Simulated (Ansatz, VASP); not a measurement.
**Two plane-wave programs on CuSn2**

```
Cu Sn
1.0
    -1.60734    1.60734    6.44868
     1.60734   -1.60734    6.44868
     1.60734    1.60734   -6.44868
Cu Sn
1 2
Direct
  0.00000 0.00000 0.00000
  0.36213 0.36213 0.00000
  0.63787 0.63787 0.00000
```

Alike in both runs: functional PBE; k mesh 18 × 18 × 18; occupations fermi-dirac, width 0.15 eV; no spin polarisation.

Ansatz relaxed the structure, and its values are those at the end. VASP's run is a single point on that final structure, the one shown.

|  | VASP | Ansatz |
| --- | --- | --- |
| version | VASP 6.6.1 | Ansatz 0.2.0 |
| potentials or method | VASP PAW PBE potentials, release 64 (Cu, Sn_d), cutoff 520 eV | scalar-relativistic, plane waves, PAW |
| valence electrons in the cell | 39 | 47 |

VASP gave:

```
gap on the k mesh at the Fermi level (eV) : none
pressure (GPa)                            : 0.1
rms of the force components (eV/Å)        : 0.007
```

**Question.** Which values does Ansatz return?

**Answer.** gap on the k mesh at the Fermi level (eV): none; pressure (GPa): 0.0; rms of the force components (eV/Å): 0.000.

A gap of «none» marks a metal or a gap that the smearing closes. VASP's potentials hold 39 valence electrons a cell and Ansatz's 47, so a difference there can come from the potentials and not from the codes.
